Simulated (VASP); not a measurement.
# GdSeO (P4/nmm) in VASP: a series of runs

Aim: see how the results for GdSeO move with the level of theory and the settings. Levels: PBE+U, PBE+D3(BJ)+U. Tasks: relaxation of cell and atoms, single point.

All numbers are computed with VASP 6.6.1; they aren't measurements. Logs are shortened: lines on timing, memory, paths and dates and some standing lists are left out, and cuts for length are marked.

### Step 1. The cell of the first run

The structure is tetragonal, space group P4/nmm (No. 129). The conventional cell has a = 3.954 Å, b = 3.954 Å, c = 6.909 Å, α = 90.00°, β = 90.00°, γ = 90.00°. Within 3.1 Å of Gd (site symmetry 4mm) lie 4 O at 2.37 Å and 5 Se at 3.04 to 3.09 Å. Se (site symmetry 4mm) has 6 Gd at 3.04 to 3.82 Å and 4 O at 3.20 Å and 8 Se at 3.37 to 3.95 Å within 4.0 Å. O (site symmetry -4m2) has 4 Gd at 2.37 Å and 4 O at 2.80 Å and 4 Se at 3.20 Å within 3.2 Å.

### Step 2. Relaxation of cell and atoms, PBE+U, collinear spin, ferromagnetic start

Input file INCAR:

```
SYSTEM = GdSeO
ALGO = Normal ; EDIFF = 1E-7
EDIFFG = -0.01 ; ENCUT = 600
GGA = PE ; GGA_COMPAT = .False.
IBRION = 2 ; ISIF = 3
ISMEAR = -1 ; ISPIN = 2
LASPH = .True. ; LCHARG = .False.
LDAU = .True. ; LDAUJ = 0.41 0 0
LDAUL = 3 -1 -1 ; LDAUPRINT = 1
LDAUTYPE = 1 ; LDAUU = 7.02 0 0
LMAXMIX = 6 ; LORBIT = 11
LREAL = .False. ; LWAVE = .False.
MAGMOM = 6.9 6.9 0 0 0 0 ; NELM = 200
NELMIN = 4 ; NSW = 60
PREC = Accurate ; SIGMA = 0.1
```

Input file KPOINTS:

```
k-points
0
Gamma
  5 5 3
  0 0 0
```

Input file POSCAR:

```
GdSeO
1.0
    3.9544215500      0.0000000000      0.0000000000
    0.0000000000      3.9544215500      0.0000000000
    0.0000000000      0.0000000000      6.9094111500
Gd Se O
2 2 2
Direct
    0.2500000000      0.2500000000      0.1895500000
    0.7500000000      0.7500000000      0.8104500000
    0.2500000000      0.2500000000      0.6367000000
    0.7500000000      0.7500000000      0.3633000000
    0.7500000000      0.2500000000      0.0000000000
    0.2500000000      0.7500000000      0.0000000000
```

Potentials or basis: VASP PAW PBE potentials, release 64 (Gd, Se, O).

The run is started by

```console
> cat potpaw_PBE.64/Gd/POTCAR potpaw_PBE.64/Se/POTCAR potpaw_PBE.64/O/POTCAR > POTCAR
> mpirun -np 1 vasp_std > vasp.out
```

OUTCAR:

```text
SYSTEM = GdSeO
   EDIFF = 1E-7
   EDIFFG = -0.01
   ENCUT = 600
   GGA = PE
   IBRION = 2
   ISIF = 3
   ISMEAR = -1
   ISPIN = 2
   LASPH = .True.
   LORBIT = 11
   LREAL = .False.
   NELM = 200
   NELMIN = 4
   NSW = 60
   PREC = Accurate

 ion  position               nearest neighbor table
   1  0.250  0.250  0.190-   5 2.37   6 2.37   6 2.37   5 2.37   4 3.04   4 3.04   4 3.04   4 3.04
                             3 3.09
   2  0.750  0.750  0.810-   5 2.37   6 2.37   5 2.37   6 2.37   3 3.04   3 3.04   3 3.04   3 3.04
                             4 3.09
   3  0.250  0.250  0.637-   2 3.04   2 3.04   2 3.04   2 3.04   1 3.09
   4  0.750  0.750  0.363-   1 3.04   1 3.04   1 3.04   1 3.04   2 3.09
   5  0.750  0.250  0.000-   1 2.37   2 2.37   2 2.37   1 2.37
   6  0.250  0.750  0.000-   1 2.37   2 2.37   1 2.37   2 2.37

  LATTYP: Found a simple tetragonal cell.
 ALAT       =     3.9544215500
 C/A-ratio  =     1.7472621628

  Lattice vectors:

 A1 = (   3.9544215500,   0.0000000000,   0.0000000000)
 A2 = (   0.0000000000,   3.9544215500,   0.0000000000)
 A3 = (   0.0000000000,   0.0000000000,   6.9094111500)

Analysis of symmetry for initial positions (statically):
=====================================================================
 Subroutine PRICEL returns:
 Original cell was already a primitive cell.

 Routine SETGRP: Setting up the symmetry group for a
 simple tetragonal supercell.

 Subroutine GETGRP returns: Found 16 space group operations
 (whereof  4 operations were pure point group operations)
 out of a pool of 16 trial point group operations.

The static configuration has the point symmetry C_2h.
 The point group associated with its full space group is D_4h.

Analysis of symmetry for dynamics (positions and initial velocities):
=====================================================================
 Subroutine PRICEL returns:
 Original cell was already a primitive cell.

 Routine SETGRP: Setting up the symmetry group for a
 simple tetragonal supercell.

 Subroutine GETGRP returns: Found 16 space group operations
 (whereof  4 operations were pure point group operations)
 out of a pool of 16 trial point group operations.

The dynamic configuration has the point symmetry C_2h.
 The point group associated with its full space group is D_4h.

Analysis of structural, dynamic, and magnetic symmetry:
[... 396 lines left out ...]
  o =  0.9934  v =  0.0000  0.0000  0.0000 -1.0000  0.0000  0.0000  0.0000  0.0000  0.0000  0.0000  0.0000  0.0000  0.0000  0.0000      0.0000  0.0000  0.0000  0.0000  0.0000  0.0000  0.0000  0.0000  0.0000  0.0000  0.0000  0.0000  0.0000  0.0000
  o =  0.9943  v =  0.0000 -0.0000 -0.0000 -0.0000  0.3302  0.0000 -0.9439  0.0000  0.0000  0.0000  0.0000  0.0000  0.0000  0.0000      0.0000  0.0000  0.0000  0.0000  0.0000  0.0000  0.0000  0.0000  0.0000  0.0000  0.0000  0.0000  0.0000  0.0000
  o =  0.9943  v = -0.9439 -0.0000 -0.3302 -0.0000 -0.0000  0.0000  0.0000  0.0000  0.0000  0.0000  0.0000  0.0000  0.0000  0.0000      0.0000  0.0000  0.0000  0.0000  0.0000  0.0000  0.0000  0.0000  0.0000  0.0000  0.0000  0.0000  0.0000  0.0000
  o =  0.9959  v =  0.0000  0.0000 -0.0000 -0.0000  0.0000 -1.0000 -0.0000  0.0000  0.0000  0.0000  0.0000  0.0000  0.0000  0.0000      0.0000  0.0000  0.0000  0.0000  0.0000  0.0000  0.0000  0.0000  0.0000  0.0000  0.0000  0.0000  0.0000  0.0000

atom =   2  type =  1  l = 3

 onsite density matrix

spin component  1

  0.9940  0.0000  0.0007 -0.0000  0.0000 -0.0000 -0.0000
  0.0000  0.9923  0.0000  0.0000 -0.0000  0.0000  0.0000
  0.0007  0.0000  0.9923 -0.0000 -0.0000  0.0000 -0.0000
 -0.0000  0.0000 -0.0000  0.9934  0.0000 -0.0000  0.0000
  0.0000 -0.0000 -0.0000  0.0000  0.9923  0.0000 -0.0007
 -0.0000  0.0000  0.0000 -0.0000  0.0000  0.9959  0.0000
 -0.0000  0.0000 -0.0000  0.0000 -0.0007  0.0000  0.9940

spin component  2

  0.0071  0.0000  0.0012 -0.0000 -0.0000 -0.0000  0.0000
  0.0000  0.0043  0.0000  0.0000  0.0000  0.0000  0.0000
  0.0012  0.0000  0.0040 -0.0000 -0.0000  0.0000 -0.0000
 -0.0000  0.0000 -0.0000  0.0088 -0.0000 -0.0000 -0.0000
 -0.0000  0.0000 -0.0000 -0.0000  0.0040 -0.0000 -0.0012
 -0.0000  0.0000  0.0000 -0.0000 -0.0000  0.0114  0.0000
  0.0000  0.0000 -0.0000 -0.0000 -0.0012  0.0000  0.0071

 occupancies and eigenvectors

  o =  0.0035  v =  0.0000  0.0000  0.0000  0.0000  0.0000  0.0000  0.0000 -0.3260 -0.0000  0.9454  0.0000 -0.0000 -0.0000  0.0000      0.0000  0.0000  0.0000  0.0000  0.0000  0.0000  0.0000  0.0000  0.0000  0.0000  0.0000  0.0000  0.0000  0.0000
  o =  0.0035  v =  0.0000  0.0000  0.0000  0.0000  0.0000  0.0000  0.0000 -0.0000  0.0000 -0.0000 -0.0000 -0.9454  0.0000 -0.3260      0.0000  0.0000  0.0000  0.0000  0.0000  0.0000  0.0000  0.0000  0.0000  0.0000  0.0000  0.0000  0.0000  0.0000
  o =  0.0043  v =  0.0000  0.0000  0.0000  0.0000  0.0000  0.0000  0.0000  0.0000 -1.0000 -0.0000  0.0000 -0.0000  0.0000 -0.0000      0.0000  0.0000  0.0000  0.0000  0.0000  0.0000  0.0000  0.0000  0.0000  0.0000  0.0000  0.0000  0.0000  0.0000
  o =  0.0075  v =  0.0000  0.0000  0.0000  0.0000  0.0000  0.0000  0.0000  0.9454  0.0000  0.3260  0.0000 -0.0000  0.0000  0.0000      0.0000  0.0000  0.0000  0.0000  0.0000  0.0000  0.0000  0.0000  0.0000  0.0000  0.0000  0.0000  0.0000  0.0000
  o =  0.0075  v =  0.0000  0.0000  0.0000  0.0000  0.0000  0.0000  0.0000 -0.0000  0.0000 -0.0000 -0.0000 -0.3260  0.0000  0.9454      0.0000  0.0000  0.0000  0.0000  0.0000  0.0000  0.0000  0.0000  0.0000  0.0000  0.0000  0.0000  0.0000  0.0000
  o =  0.0088  v =  0.0000  0.0000  0.0000  0.0000  0.0000  0.0000  0.0000 -0.0000  0.0000 -0.0000  1.0000 -0.0000  0.0000  0.0000      0.0000  0.0000  0.0000  0.0000  0.0000  0.0000  0.0000  0.0000  0.0000  0.0000  0.0000  0.0000  0.0000  0.0000
  o =  0.0114  v =  0.0000  0.0000  0.0000  0.0000  0.0000  0.0000  0.0000  0.0000 -0.0000 -0.0000  0.0000 -0.0000 -1.0000  0.0000      0.0000  0.0000  0.0000  0.0000  0.0000  0.0000  0.0000  0.0000  0.0000  0.0000  0.0000  0.0000  0.0000  0.0000
  o =  0.9920  v =  0.0000 -0.0000 -0.0000 -0.0000  0.9439  0.0000  0.3302  0.0000  0.0000  0.0000  0.0000  0.0000  0.0000  0.0000      0.0000  0.0000  0.0000  0.0000  0.0000  0.0000  0.0000  0.0000  0.0000  0.0000  0.0000  0.0000  0.0000  0.0000
  o =  0.9920  v = -0.3302  0.0000  0.9439  0.0000  0.0000  0.0000  0.0000  0.0000  0.0000  0.0000  0.0000  0.0000  0.0000  0.0000      0.0000  0.0000  0.0000  0.0000  0.0000  0.0000  0.0000  0.0000  0.0000  0.0000  0.0000  0.0000  0.0000  0.0000
  o =  0.9923  v =  0.0000  1.0000 -0.0000  0.0000  0.0000  0.0000  0.0000  0.0000  0.0000  0.0000  0.0000  0.0000  0.0000  0.0000      0.0000  0.0000  0.0000  0.0000  0.0000  0.0000  0.0000  0.0000  0.0000  0.0000  0.0000  0.0000  0.0000  0.0000
  o =  0.9934  v = -0.0000  0.0000  0.0000 -1.0000 -0.0000  0.0000  0.0000  0.0000  0.0000  0.0000  0.0000  0.0000  0.0000  0.0000      0.0000  0.0000  0.0000  0.0000  0.0000  0.0000  0.0000  0.0000  0.0000  0.0000  0.0000  0.0000  0.0000  0.0000
  o =  0.9943  v =  0.0002  0.0000  0.0001 -0.0000  0.3302  0.0000 -0.9439  0.0000  0.0000  0.0000  0.0000  0.0000  0.0000  0.0000      0.0000  0.0000  0.0000  0.0000  0.0000  0.0000  0.0000  0.0000  0.0000  0.0000  0.0000  0.0000  0.0000  0.0000
  o =  0.9943  v = -0.9439  0.0000 -0.3302  0.0000  0.0001 -0.0000 -0.0002  0.0000  0.0000  0.0000  0.0000  0.0000  0.0000  0.0000      0.0000  0.0000  0.0000  0.0000  0.0000  0.0000  0.0000  0.0000  0.0000  0.0000  0.0000  0.0000  0.0000  0.0000
  o =  0.9959  v = -0.0000  0.0000  0.0000 -0.0000  0.0000 -1.0000 -0.0000  0.0000  0.0000  0.0000  0.0000  0.0000  0.0000  0.0000      0.0000  0.0000  0.0000  0.0000  0.0000  0.0000  0.0000  0.0000  0.0000  0.0000  0.0000  0.0000  0.0000  0.0000

--------------------------------------- Ionic step       34  -------------------------------------------

 number of electron      60.0000023 magnetization      14.0187293

 Free energy of the ion-electron system (eV)
  ---------------------------------------------------
  ext. energy  EPLUGINS =         0.00000000
  ---------------------------------------------------
  free energy    TOTEN  =       -53.87218879 eV

  energy without entropy =      -53.78993036  energy(sigma->0) =      -53.83105958

 E-fermi :   4.1378     XC(G=0): -10.2388

 val. band max:        4.0224207633   @ k =   0.2000   0.0000   0.0000
 cond. band min:       4.1781580672   @ k =   0.2000   0.0000   0.0000
 fundamental gap:      0.1557373039
 Fermi energy:         4.1378244397

 spin component 1

 k-point     1 :       0.0000    0.0000    0.0000
  band No.  band energies     occupation
      1     -41.2124      1.00000
      2     -41.1581      1.00000
      3     -19.1153      1.00000
      4     -18.6698      1.00000
      5     -18.6698      1.00000
      6     -18.4917      1.00000
[... 529 lines left out ...]
     41       7.1896      0.00000
     42       7.2117      0.00000
 Fermi energy:         4.1378244397

 spin component 2

 k-point     1 :       0.0000    0.0000    0.0000
  band No.  band energies     occupation
      1     -38.0889      1.00000
      2     -38.0153      1.00000
      3     -17.3942      1.00000
      4     -16.5335      1.00000
      5     -16.5335      1.00000
      6     -16.2991      1.00000
[... 529 lines left out ...]
     41       8.2289      0.00000
     42       8.2620      0.00000
 [bands above 42 left out]

------------------------ aborting loop because EDIFF is reached ----------------------------------------

  FORCE on cell =-STRESS in cart. coord.  units (eV):
  Direction    XX          YY          ZZ          XY          YZ          ZX
  --------------------------------------------------------------------------------------
  -------------------------------------------------------------------------------------
  Total        0.0254795      0.0254795     -0.0215312     -0.0000000     -0.0000000      0.0000000
  in kB        0.3448463      0.3448463     -0.2914095     -0.0000000     -0.0000000      0.0000000
  external PRESSURE =       0.1327610 kB  Pullay stress =       0.0000000 kB
[... 21 lines left out ...]
  FREE ENERGIE OF THE ION-ELECTRON SYSTEM (eV)
  ---------------------------------------------------
  free  energy   TOTEN  =       -53.8721887892 eV

  energy  without entropy=      -53.7899303642  energy(sigma->0) =      -53.83105958

 reached required accuracy - stopping structural energy minimisation

 total charge

# of ion       s       p       d       f       tot
--------------------------------------------------
    1        2.028   5.644   0.484   6.993  15.149
    2        2.028   5.644   0.484   6.993  15.149
    3        1.497   2.246   0.025   0.000   3.768
    4        1.497   2.246   0.025   0.000   3.768
    5        1.557   3.479   0.000   0.000   5.036
    6        1.557   3.479   0.000   0.000   5.036
--------------------------------------------------
tot         10.164  22.738   1.017  13.986  47.905

 magnetization (x)

# of ion       s       p       d       f       tot
--------------------------------------------------
    1       -0.006  -0.090   0.046   6.903   6.853
    2       -0.006  -0.090   0.046   6.903   6.853
    3       -0.001  -0.015   0.001   0.000  -0.015
    4       -0.001  -0.015   0.001   0.000  -0.015
    5       -0.003  -0.038   0.000   0.000  -0.041
    6       -0.003  -0.038   0.000   0.000  -0.041
--------------------------------------------------
tot         -0.021  -0.284   0.093  13.806  13.593
```

It took 53 min on 1 thread of Intel Xeon 6975P-C (Granite Rapids), shared host; peak memory 0.41 GiB.

What came out:

| Quantity | Value |
| --- | --- |
| Free energy | -53.8722 eV |
| Relaxed volume | 19.73 Å³/atom |
| Relaxed cell | a = 4.125 Å, b = 4.125 Å, c = 6.956 Å, α = 90.00°, β = 90.00°, γ = 90.00° |
| Space group after relaxing (to 0.1 Å) | P4/nmm (No. 129) |
| Energy gained by relaxing | 171.8 meV/atom |
| Ionic steps | 34 |
| Pressure after relaxing | 0.0 GPa |
| Largest force after relaxing | 0.005 eV/Å |
| Band gap on the k mesh | zero (filled and empty bands overlap) |
| Net moment | 14.02 μB per cell |
| Site moments | Gd +6.85; Se -0.01; O -0.04 μB |
| Valence electrons inside the program's atomic spheres | Gd 15.15; Se 3.77; O 5.04 |

Forces in eV/Å, atoms in the order of the input:
```
Gd   0.000  0.000  0.005
Gd   0.000  0.000 -0.005
Se   0.000  0.000 -0.004
Se   0.000  0.000  0.004
O    0.000  0.000  0.000
O    0.000  0.000  0.000
```

The path:
```
step  energy change (eV)  largest force (eV/Å)  pressure (GPa)  volume (Å³)
   1              0.0000                2.1192            0.58       108.05
   2             -0.3603                0.9291            1.58       109.06
   3             -0.4714                0.9050            3.13       109.97
   4             -0.5762                0.7488           -2.48       117.35
   5             -0.5773                0.7625           -2.00       116.59
   6             -0.6929                0.7041           -1.38       116.10
   7             -0.8580                1.1628            2.03       114.61
   8             -0.9050                0.9432            1.65       115.28
   9             -0.9673                0.2432            1.26       117.30
  10             -0.9689                0.2568            1.27       116.94
  11             -0.9935                0.1012            0.38       117.70
  12             -1.0118                0.2005           -1.21       119.22
  13             -1.0238                0.1731           -0.56       118.41
  14             -1.0277                0.1588            0.00       117.73
  15             -1.0278                0.1569            0.10       117.59
  16             -1.0289                0.0726            0.12       117.67
  17             -1.0293                0.0459            0.14       117.75
  18             -1.0297                0.0487            0.01       117.98
  19             -1.0299                0.0528           -0.17       118.30
  20             -1.0301                0.0407           -0.12       118.29
  21             -1.0303                0.0073            0.07       118.26
  22             -1.0303                0.0192            0.00       118.27
  23             -1.0303                0.0218           -0.01       118.27
  24             -1.0303                0.0206            0.00       118.27
  25             -1.0304                0.0191            0.02       118.26
  26             -1.0305                0.0321            0.08       118.25
  27             -1.0305                0.0294            0.06       118.29
  28             -1.0306                0.0197            0.02       118.38
  29             -1.0305                0.0054           -0.10       118.55
  30             -1.0306                0.0163           -0.02       118.42
  31             -1.0306                0.0174           -0.05       118.40
  32             -1.0306                0.0188           -0.06       118.39
  33             -1.0306                0.0196           -0.05       118.38
  34             -1.0306                0.0053            0.01       118.38
```

Final structure:
```
Gd Se O
1.0
     4.12530    0.00000    0.00000
     0.00000    4.12530    0.00000
     0.00000    0.00000    6.95606
Gd Se O
2 2 2
Direct
  0.25000 0.25000 0.15138
  0.75000 0.75000 0.84862
  0.25000 0.25000 0.55841
  0.75000 0.75000 0.44159
  0.75000 0.25000 0.00000
  0.25000 0.75000 0.00000
```

Levels at points of the mesh, in eV from the Fermi level:
Spin up:
| k point | band 34 | band 35 | band 36 | band 37 | band 38 | band 39 | band 40 | band 41 |
| --- | --- | --- | --- | --- | --- | --- | --- | --- |
| (0.00, 0.00, 0.00) | -3.29 | -3.29 | -2.19 | 0.80 | 0.80 | 2.12 | 2.47 | 2.47 |
Spin down:
```
           k point  band 20  band 21  band 22  band 23  band 24  band 25  band 26  band 27
(0.00, 0.00, 0.00)    -3.42    -3.34    -2.23     0.79     0.79     2.40     2.75     2.77
```

Eigenvalues of the final occupation matrices:
```tsv
site	spin	trace	eigenvalues
site 1 f	1	6.95	0.99 0.99 0.99 0.99 0.99 0.99 1.00
site 1 f	2	0.05	0.00 0.00 0.00 0.01 0.01 0.01 0.01
site 2 f	1	6.95	0.99 0.99 0.99 0.99 0.99 0.99 1.00
site 2 f	2	0.05	0.00 0.00 0.00 0.01 0.01 0.01 0.01
```

Caveat: spin-orbit coupling is left out, which moves the levels of the heavy elements. The state reached can hang on the start; a lower one may exist.

(Part 1 of 3 ends here.)

The gap in the log of VASP goes by the Fermi energy; the results here count the filled bands.